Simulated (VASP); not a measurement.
TiSe2, 3 atoms in the cell. Symmetry: P-3m1, No. 164, trigonal system. The conventional cell has a = 3.536 Å, b = 3.536 Å, c = 6.004 Å, α = 90.00°, β = 90.00°, γ = 120.00°. Within 3.4 Å of Ti (site symmetry -3m) lie 6 Se at 2.55 Å. Within 3.4 Å of Se (site symmetry 3m) lie 3 Ti at 2.55 Å. 

| Property | Result |
| --- | --- |
| Program | VASP 6.6.1 |
| Task | single point |
| Functional | PBE |
| Potentials or basis | VASP PAW PBE potentials, release 64 (Ti_sv, Se) |
| Cutoff | 500 eV |
| k mesh | 4 × 4 × 2 |
| Occupations | gaussian, width 0.01 eV |
| Spin | no spin polarisation |
| Hubbard terms | Ti d U = 6.0 eV |
| Dipole correction | no |
| Further INCAR settings | ALGO = Normal; EDIFF = 1e-06; NBANDS = 19 |

Potentials or basis: VASP PAW PBE potentials, release 64 (Ti_sv, Se).

Launch:

```bash
$ cat potpaw_PBE.64/Ti_sv/POTCAR potpaw_PBE.64/Se/POTCAR > POTCAR
$ mpirun -np 1 vasp_std > vasp.out
```

Hardware: 1 thread of Intel Xeon 8259CL, on a shared host.

Problem. How long does it take, and how much memory?

Solution. Wall time 34 s on 1 thread of Intel Xeon 8259CL, with other jobs on the host, peak memory 0.18 GiB. Counts: scf iterations 20, k points 8.
